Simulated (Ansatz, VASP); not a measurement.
**Two plane-wave programs on HgTe**

The input INCAR:

```
PREC = Accurate ; ENCUT = 500
EDIFF = 1E-6 ; ISMEAR = 0
SIGMA = 0.1 ; LREAL = F
LASPH = T ; NELM = 120
ALGO = Normal ; ISIF = 2
LWAVE = F ; LCHARG = F
GGA = CA ; NBANDS = 16
GGA_COMPAT = F
```

The input KPOINTS:

```
Automatic mesh
0
Gamma
  6 6 6
```

Contents of POSCAR:

```
HgTe
1.0
    0.0000000000      3.0771170000      3.0771170000
    3.0771170000      0.0000000000      3.0771170000
    3.0771170000      3.0771170000      0.0000000000
Hg Te
1 1
Direct
    0.0000000000      0.0000000000      0.0000000000
    0.5000000000      0.5000000000      0.5000000000
```

Input for Ansatz:

```yaml
crystal:
  lattice:
    - [0.0, 3.077117, 3.077117]
    - [3.077117, 0.0, 3.077117]
    - [3.077117, 3.077117, 0.0]
  atoms:
    - { symbol: Hg, position: [0.0, 0.0, 0.0] }
    - { symbol: Te, position: [0.5, 0.5, 0.5] }
basis:
  ecutwfc: 420
kpoints:
  mp_grid: { grid: [6, 6, 6] }
hamiltonian:
  xc: lda
scf:
  occupations: { method: gaussian, width: 0.1 }
output:
  forces: true
  stress: true
  eigenvalues: true
```

Alike in both runs: task single point; functional LDA; k mesh 6 × 6 × 6; occupations gaussian, width 0.1 eV; no spin polarisation.

```csv
,VASP,Ansatz
version,VASP 6.6.1,Ansatz 0.2.0
potentials or method,"VASP PAW LDA potentials, release 64 (Hg, Te), cutoff 500 eV","scalar-relativistic, plane waves, PAW"
valence electrons in the cell,18,36
```

```tsv
	VASP	Ansatz	Ansatz less VASP
gap on the k mesh at the Fermi level (eV)	none	none	-
pressure (GPa)	-5.1	-5.3	-0.26
```

LDA's correlation is that of Perdew and Zunger in VASP and of Perdew and Wang (1992) in Ansatz. A gap of «none» marks a metal or a gap that the smearing closes. VASP's potentials hold 18 valence electrons a cell and Ansatz's 36, so a difference there can come from the potentials and not from the codes.

Spin-orbit coupling is off throughout.
